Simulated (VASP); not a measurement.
# Ta4C3 (Pm) in VASP: single point with r2SCAN

Aim: the single point of Ta4C3 with r2SCAN.

Program: VASP 6.6.1. These are calculated values, not measurements. Logs are shortened: lines on timing, memory, paths and dates and some standing lists are left out, and cuts for length are marked.

## 1. The cell of the first run

It takes space group Pm (No. 6, monoclinic). Conventional cell: a = 4.425 Å, b = 4.425 Å, c = 8.949 Å, α = 90.00°, β = 98.53°, γ = 90.00°. Ta (site symmetry m) has 4 C at 2.21 Å and 1 Ta at 2.38 Å within 2.9 Å. Ta (site symmetry m) has 4 C at 2.21 Å within 2.9 Å. Ta (site symmetry m) has 4 C at 2.21 to 2.58 Å and 1 Ta at 2.38 Å within 2.9 Å. Ta (site symmetry m) has 4 C at 2.21 Å within 2.9 Å. Within 2.9 Å of Ta (site symmetry m) lie 4 C at 2.21 to 2.58 Å and 1 Ta at 2.38 Å. Ta (site symmetry m) has 4 C at 2.21 Å within 2.9 Å. Within 2.9 Å of Ta (site symmetry m) lie 6 C at 2.21 Å. Ta (site symmetry m) has 6 C at 2.21 to 2.58 Å and 1 Ta at 2.38 Å within 2.9 Å.

## 2. Single point, r2SCAN (the part above a cut slid along it)

Input file POSCAR:

```
Ta4C3
1.0
    0.0000000000     -4.4247933841      0.0000000000
    0.0000000000      0.0000000000     -4.4247933841
    8.8495867682     -1.3274380152      0.0000000000
Ta C
8 6
Direct
    0.2375000000      0.5000000000      0.8750000000
    0.3875000000      0.5000000000      0.3750000000
   -0.0375000000      0.5000000000      0.1250000000
   -0.1875000000      0.5000000000      0.6250000000
    0.4625000000      1.0000000000      0.1250000000
    0.3125000000      1.0000000000      0.6250000000
    0.8875000000      1.0000000000      0.3750000000
    0.7375000000      1.0000000000      0.8750000000
   -0.0375000000      1.0000000000      0.1250000000
   -0.1875000000      1.0000000000      0.6250000000
    0.2375000000      1.0000000000      0.8750000000
    0.3875000000      1.0000000000      0.3750000000
    0.8875000000      0.5000000000      0.3750000000
    0.7375000000      0.5000000000      0.8750000000
```

Input file INCAR.step1:

```
SYSTEM = Ta4C3
PREC = Accurate ; ENCUT = 520
ISMEAR = 0 ; SIGMA = 0.15
LREAL = .FALSE. ; LASPH = .TRUE.
NELM = 80 ; NBANDS = 69
GGA = PE ; ALGO = Normal
EDIFF = 1E-4 ; LWAVE = .TRUE.
LCHARG = .FALSE. ; KPAR = 4
```

Input file INCAR.step2:

```
SYSTEM = Ta4C3
PREC = Accurate ; ENCUT = 520
EDIFF = 1E-6 ; ISMEAR = 0
SIGMA = 0.15 ; LREAL = .FALSE.
LASPH = .TRUE. ; NELM = 80
ALGO = Normal ; ISIF = 2
LWAVE = .FALSE. ; LCHARG = .FALSE.
METAGGA = R2SCAN ; LMIXTAU = .TRUE.
NBANDS = 69 ; ISTART = 1
KPAR = 4
```

Input file KPOINTS:

```
regular mesh
0
G
  9 9 5
  0 0 0
```

Potentials or basis: VASP PAW PBE potentials, release 64 (Ta_pv, C).

Run with:

```
$ cat potpaw_PBE.64/Ta_pv/POTCAR potpaw_PBE.64/C/POTCAR > POTCAR
$ cp INCAR.step1 INCAR
$ mpirun -np 4 vasp_std > vasp.out
$ cp INCAR.step2 INCAR
$ mpirun -np 4 vasp_std > vasp.out
```

OUTCAR:

```text
SYSTEM = Ta4C3
   PREC = Accurate
   ENCUT = 520
   EDIFF = 1E-6
   ISMEAR = 0
   LREAL = .FALSE.
   LASPH = .TRUE.
   NELM = 80
   ISIF = 2
   METAGGA = R2SCAN
   ISTART = 1

 ion  position               nearest neighbor table
   1  0.237  0.500  0.875-  11 2.21  14 2.21  11 2.21  14 2.21   3 2.38   4 3.13   6 3.13   8 3.13
                             6 3.13   8 3.13   8 3.13   8 3.13   4 3.13   5 3.40   5 3.40
   2  0.388  0.500  0.375-  12 2.21  13 2.21  12 2.21  13 2.21   4 3.13   3 3.13   6 3.13   5 3.13
                             6 3.13   7 3.13   7 3.13   7 3.13   5 3.13   7 3.13   3 3.13   4 3.13
   3  0.962  0.500  0.125-   9 2.21  13 2.21   9 2.21   1 2.38  14 2.58   2 3.13   5 3.13   5 3.13
                             7 3.13   7 3.13   5 3.13   5 3.13   2 3.13   8 3.40   8 3.40
   4  0.812  0.500  0.625-  10 2.21  13 2.21  14 2.21  10 2.21   1 3.13   2 3.13   7 3.13   8 3.13
                             6 3.13   7 3.13   8 3.13   6 3.13   6 3.13   6 3.13   2 3.13   1 3.13
   5  0.462  0.000  0.125-   9 2.21  12 2.21   9 2.21   8 2.38  11 2.58   7 3.13   2 3.13   2 3.13
                             3 3.13   3 3.13   3 3.13   3 3.13   7 3.13   1 3.40   1 3.40
   6  0.312  0.000  0.625-  10 2.21  11 2.21  12 2.21  10 2.21   7 3.13   8 3.13   1 3.13   2 3.13
                             1 3.13   2 3.13   4 3.13   4 3.13   4 3.13   4 3.13   7 3.13   8 3.13
   7  0.888  0.000  0.375-   9 2.21  10 2.21  12 2.21  13 2.21  13 2.21  12 2.21   6 3.13   5 3.13
                             4 3.13   2 3.13   3 3.13   4 3.13   2 3.13   2 3.13   3 3.13   2 3.13
   8  0.737  0.000  0.875-  10 2.21  11 2.21  14 2.21  14 2.21  11 2.21   5 2.38   9 2.58   6 3.13
                             1 3.13   4 3.13   1 3.13   1 3.13   4 3.13   1 3.13   6 3.13   3 3.40
   9  0.962  0.000  0.125-   3 2.21   5 2.21   7 2.21   3 2.21   5 2.21   8 2.58
  10  0.812  0.000  0.625-   4 2.21   6 2.21   7 2.21   8 2.21   4 2.21   6 2.21
  11  0.237  0.000  0.875-   1 2.21   6 2.21   8 2.21   1 2.21   8 2.21   5 2.58
  12  0.388  0.000  0.375-   2 2.21   5 2.21   6 2.21   7 2.21   2 2.21   7 2.21
  13  0.888  0.500  0.375-   2 2.21   3 2.21   4 2.21   7 2.21   7 2.21   2 2.21
  14  0.737  0.500  0.875-   1 2.21   4 2.21   8 2.21   8 2.21   1 2.21   3 2.58

  LATTYP: Found a simple monoclinic cell.
 ALAT       =     4.4247933841
 B/A-ratio  =     1.0000000000
 C/A-ratio  =     2.0223748416
 COS(beta)  =    -0.1483404529

  Lattice vectors:

 A1 = (   0.0000000000,  -4.4247933841,   0.0000000000)
 A2 = (   0.0000000000,   0.0000000000,   4.4247933841)
 A3 = (  -8.8495867682,   1.3274380152,   0.0000000000)

Analysis of symmetry for initial positions (statically):
=====================================================================
 Subroutine PRICEL returns:
 Original cell was already a primitive cell.

 Routine SETGRP: Setting up the symmetry group for a
 simple monoclinic supercell.

 Subroutine GETGRP returns: Found  2 space group operations
 (whereof  2 operations were pure point group operations)
 out of a pool of  4 trial point group operations.

The static configuration has the point symmetry C_1h.

Analysis of symmetry for dynamics (positions and initial velocities):
=====================================================================
 Subroutine PRICEL returns:
 Original cell was already a primitive cell.

 Routine SETGRP: Setting up the symmetry group for a
 simple monoclinic supercell.

 Subroutine GETGRP returns: Found  2 space group operations
 (whereof  2 operations were pure point group operations)
 out of a pool of  4 trial point group operations.

The dynamic configuration has the point symmetry C_1h.

 Subroutine INISYM returns: Found  2 space group operations
 (whereof  2 operations are pure point group operations),
 and found     1 'primitive' translations

----------------------------------------------------------------------------------------

                                     Primitive cell

  volume of cell :     173.2643

  direct lattice vectors                    reciprocal lattice vectors
     0.000000000 -4.424793384  0.000000000    -0.033899888 -0.225999253  0.000000000
     0.000000000  0.000000000 -4.424793384     0.000000000  0.000000000 -0.225999253
     8.849586768 -1.327438015  0.000000000     0.112999627  0.000000000  0.000000000

  length of vectors
     4.424793384  4.424793384  8.948590819     0.228527602  0.225999253  0.112999627

  position of ions in fractional coordinates (direct lattice)
     0.237500000  0.500000000  0.875000000
     0.387500000  0.500000000  0.375000000
     0.962500000  0.500000000  0.125000000
     0.812500000  0.500000000  0.625000000
     0.462500000  0.000000000  0.125000000
     0.312500000  0.000000000  0.625000000
[... 40 lines left out ...]

  Length of vectors
     0.025391956  0.025111028  0.022599925

  Shift w.r.t. Gamma in fractional coordinates (k-lattice)
     0.000000000  0.000000000  0.000000000

 Subroutine IBZKPT returns following result:
 ===========================================

 Found    115 irreducible k-points:

 Following reciprocal coordinates:
            Coordinates               Weight
  0.000000  0.000000  0.000000      1.000000
  0.111111  0.000000 -0.000000      2.000000
  0.222222  0.000000  0.000000      2.000000
  0.333333  0.000000  0.000000      2.000000
  0.444444  0.000000  0.000000      2.000000
  0.000000  0.111111  0.000000      2.000000
[... 16 lines left out ...]
  0.222222  0.444444  0.000000      4.000000
  0.333333  0.444444  0.000000      4.000000
 [... further k-points ...]
   k-points           NKPTS =    115   k-points in BZ     NKDIM =    115   number of bands    NBANDS=     69
   number of dos      NEDOS =    301   number of ions     NIONS =     14
   total plane-waves  NPLWV =  90720
   dimension x,y,z NGX =    36 NGY =   36 NGZ =   70
   dimension x,y,z NGXF=    72 NGYF=   72 NGZF=  140
   ions per type =               8   6
   NGX,Y,Z   is equivalent  to a cutoff of  13.53, 13.53, 13.00 a.u.
   NGXF,Y,Z  is equivalent  to a cutoff of  27.05, 27.05, 26.01 a.u.
 SYSTEM =  Ta4C3
   PREC   = accura    normal or accurate (medium, high low for compatibility)
   ISTART =      1    job   : 0-new  1-cont  2-samecut
   ICHARG =      0    charge: 1-file 2-atom 10-const
   ISPIN  =      1    spin polarized calculation?
   LNONCOLLINEAR =      F non collinear calculations
   LSORBIT =      F    spin-orbit coupling
   LASPH  =      T    aspherical Exc in radial PAW
   ENCUT  =  520.0 eV  38.22 Ry    6.18 a.u.   8.23  8.23 16.64*2*pi/ulx,y,z
   NELM   =     80;   NELMIN=  2; NELMDL=  0     # of ELM steps
   EDIFF  = 0.1E-05   stopping-criterion for ELM
   LREAL  =      F    real-space projection
[... 7 lines left out ...]
   TEBEG  =    0.0;   TEEND  =   0.0 temperature during run
   PSTRESS=    0.0 pullay stress
   NELECT =     112.0000    total number of electrons
   NUPDOWN=      -1.0000    fix difference up-down
   EMIN   =  10.00;   EMAX   =-10.00  energy-range for DOS
   EFERMI =   0.00;   METHOD = LEGACY
   ISMEAR =     0;   SIGMA  =   0.15  broadening in eV -4-tet -1-fermi 0-gaus
   EFERMI_NEDOS =   21; number of points for ismear=-14 and -15
   IALGO  =     38    algorithm
   IMIX   =      4    mixing-type and parameters
     AMIX     =   0.40;   BMIX     =  1.00
     AMIX_MAG =   1.60;   BMIX_MAG =  1.00
  volume/ion in A,a.u.               =      12.38        83.52
  Fermi-wavevector in a.u.,A,eV,Ry     =   1.415504  2.674915 27.261344  2.003652
  Thomas-Fermi vector in A             =   2.536936
   LORBIT       =      0    0 simple, 1 ext, 2 COOP (PROOUT), +10 PAW based schemes
   METAGGA = R2SCAN    functional components
   LHFCALC =     F    Hartree Fock is set to
   AEXX    =    0.0000 exact exchange contribution
   IVDW    =     0    specifies the selected vdW correction
   LEPSILON=     F    determine dielectric tensor
   LRPA    =     F    only Hartree local field effects (RPA)
 non-spin polarized calculation
 Gauss-broadening in eV      SIGMA  =   0.15
  energy-cutoff  :      520.00
  volume of cell :      173.26
 maximum number of plane-waves:      4696
 NGX is ok and might be reduce to    36
   NGX = 17   NGY = 17   NGZ = 33

 number of electron     112.0000020 magnetization

 Free energy of the ion-electron system (eV)
  ---------------------------------------------------
  ext. energy  EPLUGINS =         0.00000000
  ---------------------------------------------------
  free energy    TOTEN  =      -449.70199798 eV

  energy without entropy =     -449.62030018  energy(sigma->0) =     -449.66114908

 E-fermi :   7.1879     XC(G=0): -13.9689

 val. band max:        7.1830125923   @ k =   0.1111   0.0000  -0.0000
 cond. band min:       7.1892764372   @ k =   0.2222   0.4444   0.2000
 fundamental gap:      0.0062638449
 Fermi energy:         7.1878696191

 k-point     1 :       0.0000    0.0000    0.0000
  band No.  band energies     occupation
      1     -30.0086      2.00000
      2     -29.5188      2.00000
      3     -29.4781      2.00000
      4     -29.4680      2.00000
      5     -29.3685      2.00000
      6     -29.1408      2.00000
[... 1693 lines left out ...]
     67      10.4699      0.00000
     68      10.7032      0.00000

 [... further k-points ...]

 [bands above 68 left out]

------------------------ aborting loop because EDIFF is reached ----------------------------------------

  FORCE on cell =-STRESS in cart. coord.  units (eV):
  Direction    XX          YY          ZZ          XY          YZ          ZX
  --------------------------------------------------------------------------------------
  -------------------------------------------------------------------------------------
  Total       20.1746150      3.1234441      0.8297767     17.9548142      0.0000000      0.0000000
  in kB      186.5549829     28.8825364      7.6729579    166.0284504      0.0000000      0.0000000
  external PRESSURE =      74.3701591 kB  Pullay stress =       0.0000000 kB

 VOLUME and BASIS-vectors are now :
 -----------------------------------------------------------------------------
  energy-cutoff  :      520.00
  volume of cell :      173.26
      direct lattice vectors                 reciprocal lattice vectors
     0.000000000 -4.424793384  0.000000000    -0.033899888 -0.225999253  0.000000000
     0.000000000  0.000000000 -4.424793384     0.000000000  0.000000000 -0.225999253
     8.849586768 -1.327438015  0.000000000     0.112999627  0.000000000  0.000000000

 POSITION                                       TOTAL-FORCE (eV/Angst)
 -----------------------------------------------------------------------------------
      7.74339     -2.21240     -2.21240        -4.990678     -3.066894      0.000000
      3.31860     -2.21240     -2.21240         0.036101      0.142681      0.000000
      1.10620     -4.42479     -2.21240         3.993161      3.320320      0.000000
      5.53099     -4.42479     -2.21240         0.228218      0.145790      0.000000
      1.10620     -2.21240      0.00000         5.632848      3.640511      0.000000
      5.53099     -2.21240      0.00000        -0.291308      0.054740      0.000000
      3.31860     -4.42479      0.00000         0.010233      0.176326      0.000000
      7.74339     -4.42479      0.00000        -5.273560     -3.152467      0.000000
      1.10620     -4.42479      0.00000         0.259000      1.307820      0.000000
      5.53099     -4.42479      0.00000        -0.260291      0.209873      0.000000
      7.74339     -2.21240      0.00000        -0.214409     -1.322277      0.000000
      3.31860     -2.21240      0.00000        -0.042681     -0.230187      0.000000
      3.31860     -4.42479     -2.21240         0.047983     -0.291497      0.000000
      7.74339     -4.42479     -2.21240         0.865383     -0.934738      0.000000
 -----------------------------------------------------------------------------------
    total drift:                               -0.000081      0.000646      0.000000

  FREE ENERGIE OF THE ION-ELECTRON SYSTEM (eV)
  ---------------------------------------------------
  free  energy   TOTEN  =      -449.7019979794 eV

  energy  without entropy=     -449.6203001845  energy(sigma->0) =     -449.66114908
```

Run time: 11 min. Hardware: 4 MPI ranks of Intel Xeon 6975P-C (Granite Rapids), shared host; peak memory 0.99 GiB.

What came out:

```yaml
Free_energy: -449.7020 eV
Pressure: 7.4 GPa
Largest_force: 6.707 eV/Å
Band_gap_on_the_k_mesh: zero (bands 56 and 57 overlap by 0.76 eV)
```

Forces on the atoms (eV/Å):
```
Ta  -4.991 -3.067  0.000
Ta   0.036  0.143  0.000
Ta   3.993  3.320  0.000
Ta   0.228  0.146  0.000
Ta   5.633  3.641  0.000
Ta  -0.291  0.055  0.000
Ta   0.010  0.176  0.000
Ta  -5.274 -3.152  0.000
C    0.259  1.308  0.000
C   -0.260  0.210  0.000
C   -0.214 -1.322  0.000
C   -0.043 -0.230  0.000
C    0.048 -0.291  0.000
C    0.865 -0.935  0.000
```

Caveat: the cell differs from its parent crystal (the part above a cut slid along it); the stress differs along the axes, from 1 to 19 GPa; the PAW data sets were made with another functional, which shifts forces and pressure a little; spin-orbit coupling is left out, which moves the levels of the heavy elements.
